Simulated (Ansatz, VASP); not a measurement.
# Two plane-wave programs on As

The input INCAR:

```
SYSTEM = As
PREC = Accurate ; ENCUT = 520
EDIFF = 1E-6 ; ISMEAR = 0
SIGMA = 0.1 ; LREAL = .FALSE.
LASPH = .TRUE. ; NELM = 60
ALGO = Normal ; ISIF = 2
LWAVE = .FALSE. ; LCHARG = .FALSE.
GGA = PE ; NBANDS = 12
```

File KPOINTS:

```
Automatic mesh
0
G
  12 12 12
  0 0 0
```

Contents of POSCAR:

```
As
1.0
    1.8517702350      1.0790423178      3.5083978291
   -1.9233306005      1.0822378918      3.5459928183
   -0.0330127344     -2.2155536485      3.5440930376
As
2
Direct
    0.2260948372      0.2118216585      0.2436248330
    0.7739051628      0.7881783415      0.7563751670
```

Input for Ansatz:

```yaml
crystal:
  lattice:
    - [1.851770235, 1.0790423178, 3.5083978291]
    - [-1.9233306005, 1.0822378918, 3.5459928183]
    - [-0.0330127344, -2.2155536485, 3.5440930376]
  atoms:
    - { symbol: As, position: [0.2260948372, 0.2118216585, 0.243624833] }
    - { symbol: As, position: [0.7739051628, 0.7881783415, 0.756375167] }
basis:
  ecutwfc: 420
kpoints:
  mp_grid: { grid: [12, 12, 12] }
hamiltonian:
  xc: pbe
scf:
  occupations: { method: gaussian, width: 0.1 }
output:
  forces: true
  stress: true
  eigenvalues: true
  populations: true
```

Change from the starting cell: all atoms moved at random, cell strained at random.

Alike in both runs: task single point; functional PBE; k mesh 12 × 12 × 12; occupations gaussian, width 0.1 eV; no spin polarisation.

|  | VASP | Ansatz |
| --- | --- | --- |
| version | VASP 6.6.1 | Ansatz 0.2.0 |
| potentials or method | VASP PAW PBE potentials, release 64 (As), cutoff 520 eV | scalar-relativistic, plane waves, PAW |
| valence electrons in the cell | 10 | 30 |

Ansatz gave:

* gap on the k mesh at the Fermi level (eV): none
* pressure (GPa): 1.9
* traceless stress, the component that is largest in VASP (GPa): 3.16
* rms of the force components (eV/Å): 0.360

Q: Estimate VASP's values.

A: gap on the k mesh at the Fermi level (eV): none; pressure (GPa): 2.2; traceless stress, the component that is largest in VASP (GPa): 3.23; rms of the force components (eV/Å): 0.379.

Atom by atom the forces differ by 0.032 eV/Å (rms over components). A gap of «none» marks a metal or a gap that the smearing closes. With one functional, cell and mesh, what is left measures potentials, basis and numerics. VASP's potentials hold 10 valence electrons a cell and Ansatz's 30, so a difference there can come from the potentials and not from the codes.
